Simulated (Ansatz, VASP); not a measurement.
Sc: VASP beside Ansatz

```
Sc
1.0
    -1.77591    1.77591    1.77591
     1.77591   -1.77591    1.77591
     1.77591    1.77591   -1.77591
Sc
1
Direct
  0.00000 0.00000 0.00000
```

Change from the starting cell: volume scaled by 0.9, PAW files.

Alike in both runs: task single point; functional PBE; k mesh 16 × 16 × 16; occupations fermi-dirac, width 0.05 eV; no spin polarisation.

|  | VASP | Ansatz |
| --- | --- | --- |
| version | VASP 6.6.1 | Ansatz 0.2.0 |
| potentials or method | VASP PAW PBE potentials, release 64 (Sc_sv) | PAW with Ansatz's default frozen-core files, scalar-relativistic |
| plane-wave cutoff (eV) | 520 | 420 |
| valence electrons in the cell | 11 | 11 |

|  | VASP | Ansatz | Ansatz less VASP |
| --- | --- | --- | --- |
| pressure (GPa) | 6.6 | 6.6 | -0.06 |

With one functional, cell and mesh, what is left measures potentials, basis and numerics.
